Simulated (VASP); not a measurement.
A run of VASP 6.6.1 is set up as follows.

INCAR

```
SYSTEM = Li
ALGO = Normal ; EDIFF = 1E-6
ENCUT = 520 ; GGA = PE
ISIF = 2 ; ISMEAR = -1
LASPH = .True. ; LCHARG = .False.
LREAL = .False. ; LWAVE = .False.
NBANDS = 10 ; NELM = 60
PREC = Accurate ; SIGMA = 0.06122561905347299
```

File KPOINTS:

```
k-points
0
Gamma
  32 32 32
  0 0 0
```

File POSCAR:

```
Li
1.0
    0.0000000000      3.0081866283      3.0081866283
    3.0081866283      0.0000000000      3.0081866283
    3.0081866283      3.0081866283      0.0000000000
Li
2
Direct
    0.0000000000      0.0000000000      0.0000000000
    0.2500000000      0.2500000000      0.2500000000
```

Potentials or basis: VASP PAW PBE potentials, release 64 (Li_sv).

Run with:

```console
$ cat potpaw_PBE.64/Li_sv/POTCAR > POTCAR
$ mpirun -np 1 vasp_std > vasp.out
```

Task: Estimate the band gap on the k mesh.

Result: Zero (bands 3 and 4 overlap by 1.00 eV).
